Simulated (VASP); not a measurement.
Write the native input for VASP 6.6.1 that does the following.

- Task: single point
- Functional: r2SCAN
- Potentials or basis: VASP PAW PBE potentials, release 64 (Y_sv, Al, N)
- Cutoff: 520 eV
- k mesh: 4 × 4 × 4
- Occupations: gaussian, width 0.1 eV
- Spin: no spin polarisation
- Dipole correction: no
- Further INCAR settings: LREAL = Auto; ALGO = Normal; EDIFF = 1e-06; NBANDS = 50

YAl7N8:

```
CELL_PARAMETERS angstrom
3.19800 0.00000 5.08425
3.19800 0.00000 -5.08425
-3.19800 5.53910 0.00000
ATOMIC_POSITIONS crystal
Y 0.16667 0.16667 0.33333
Al 0.16667 0.16667 0.83333
Al 0.66667 0.66667 0.33333
Al 0.66667 0.66667 0.83333
Al 0.08333 0.58333 0.16667
Al 0.58333 0.08333 0.16667
Al 0.08333 0.58333 0.66667
Al 0.58333 0.08333 0.66667
N 0.35767 0.97567 0.33333
N 0.85767 0.47567 0.33333
N 0.35767 0.97567 0.83333
N 0.85767 0.47567 0.83333
N 0.27433 0.39233 0.16667
N 0.27433 0.39233 0.66667
N 0.77433 0.89233 0.16667
N 0.77433 0.89233 0.66667
```

One way to write it, as run:

POSCAR

```
YAl7N8
1.0
    3.1980000000      0.0000000000      5.0842500000
    3.1980000000      0.0000000000     -5.0842500000
   -3.1980000000      5.5390984826      0.0000000000
Y Al N
1 7 8
Direct
    0.1666666700      0.1666666700      0.3333333300
    0.1666666700      0.1666666700      0.8333333300
    0.6666666700      0.6666666700      0.3333333300
    0.6666666700      0.6666666700      0.8333333300
    0.0833333300      0.5833333300      0.1666666700
    0.5833333300      0.0833333300      0.1666666700
    0.0833333300      0.5833333300      0.6666666700
    0.5833333300      0.0833333300      0.6666666700
    0.3576666700      0.9756666700      0.3333333300
    0.8576666700      0.4756666700      0.3333333300
    0.3576666700      0.9756666700      0.8333333300
    0.8576666700      0.4756666700      0.8333333300
    0.2743333300      0.3923333300      0.1666666700
    0.2743333300      0.3923333300      0.6666666700
    0.7743333300      0.8923333300      0.1666666700
    0.7743333300      0.8923333300      0.6666666700
```

INCAR.step1

```
  ALGO = Normal
  EDIFF = 1E-4
  ENCUT = 520
  GGA = PE
  ISMEAR = 0
  LASPH = T
  LCHARG = F
  LREAL = Auto
  LWAVE = T
  NBANDS = 50
  NELM = 100
  PREC = Accurate
  SIGMA = 0.1
```

INCAR.step2

```
  ALGO = Normal
  EDIFF = 1E-6
  ENCUT = 520
  ISIF = 2
  ISMEAR = 0
  ISTART = 1
  LASPH = T
  LCHARG = F
  LMIXTAU = T
  LREAL = Auto
  LWAVE = F
  METAGGA = R2SCAN
  NBANDS = 50
  NELM = 100
  PREC = Accurate
  SIGMA = 0.1
```

KPOINTS

```
k-points
0
Gamma
  4 4 4
```

Potentials or basis: VASP PAW PBE potentials, release 64 (Y_sv, Al, N).

Command:

```console
$ cat potpaw_PBE.64/Y_sv/POTCAR potpaw_PBE.64/Al/POTCAR potpaw_PBE.64/N/POTCAR > POTCAR
$ cp INCAR.step1 INCAR
$ mpirun -np 1 vasp_std > vasp.out
$ cp INCAR.step2 INCAR
$ mpirun -np 1 vasp_std > vasp.out
```

Results of the run:

```json
{
 "Pressure": "5.2 GPa",
 "Largest force": "7.208 eV/Å",
 "Band gap on the k mesh": "3.66 eV (least direct gap 3.86 eV)"
}
```

Caveat: the cell stands under pressure; the PAW data sets were made with another functional, which shifts forces and pressure a little.

Run time: 38 min on 1 thread of Intel Xeon 8259CL (shared host), peak memory 0.44 GiB.
